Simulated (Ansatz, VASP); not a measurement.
**CoSi2 in VASP and in Ansatz**

```
CELL_PARAMETERS angstrom
0.00000 2.67800 2.67800
2.67800 0.00000 2.67800
2.67800 2.67800 0.00000
ATOMIC_POSITIONS crystal
Co 0.00000 0.00000 0.00000
Si 0.75000 0.75000 0.75000
Si 0.25000 0.25000 0.25000
```

Alike in both runs: task single point; functional PBEsol; k mesh 7 × 7 × 7; occupations fermi-dirac, width 0.05 eV; collinear spin; fixed moment 1.5 μB.

|  | VASP | Ansatz |
| --- | --- | --- |
| version | VASP 6.6.1 | Ansatz 0.2.0 |
| potentials or method | VASP PAW PBE potentials, release 64 (Co_sv, Si) | Ansatz PAW |
| plane-wave cutoff (eV) | 600 | 420 |
| valence electrons in the cell | 25 | 25 |

VASP gave:

| Quantity | Value |
| --- | --- |
| pressure (GPa) | 4.2 |
| net moment per atom (μB) | 0.50 |
| size of the moment on the site where the two differ most (μB) | 0.84 |

Task: Which values does Ansatz return?

Result: Pressure (GPa): 5.1; net moment per atom (μB): 0.50; size of the moment on the site where the two differ most (μB): 0.86.

VASP's potentials were made for PBE, not for PBEsol. Site moments also hang on the region over which each program counts them.
